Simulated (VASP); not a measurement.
Input of a VASP 6.6.1 run:

The input INCAR:

```
PREC     = Accurate       # precision mode
ENCUT    = 520            # plane-wave cutoff, eV
EDIFF    = 1E-6           # SCF threshold, eV
ISMEAR   = 0              # smearing method
SIGMA    = 0.01           # smearing width, eV
LREAL    = False          # projectors in reciprocal space
LASPH    = True           # aspherical terms in the spheres
NELM     = 60             # most SCF steps
ALGO     = Normal         # electronic algorithm
ISIF     = 2              # what is computed and relaxed
LWAVE    = False          # write WAVECAR
LCHARG   = False          # write CHGCAR
GGA      = PE             # functional
NBANDS   = 20             # bands
```

KPOINTS

```
regular mesh
0
Gamma
  6 6 2
```

POSCAR

```
MoS2
1.0
    3.1710519965      0.0000000000      0.0000000000
   -1.5855259982      2.7462115857      0.0000000000
    0.0000000000      0.0000000000      6.8096889090
Mo S
1 2
Direct
    0.0000000000      0.0000000000      0.0000000000
    0.3333333333      0.6666666667      0.2285702679
    0.3333333333      0.6666666667      0.7714297321
```

Potentials or basis: VASP PAW PBE potentials, release 64 (Mo_sv, S).

Command:

```sh
$ cat potpaw_PBE.64/Mo_sv/POTCAR potpaw_PBE.64/S/POTCAR > POTCAR
$ mpirun -np 1 vasp_std > vasp.out
```

Question: Predict the pressure.

Answer: 2.0 GPa.

Question: Predict the band gap on the k mesh.

Answer: 1.28 eV, indirect (least direct gap 1.69 eV).

Stress tensor (GPa, compression positive):
```
1.61 0.00 0.00
0.00 1.61 0.00
0.00 0.00 2.81
```

Caveat: the k points lie up to 0.46 Å⁻¹ apart; this functional lacks dispersion, which binds the layers, so the pressure and a relaxed spacing across them are unreliable. A k mesh can miss the band edges.
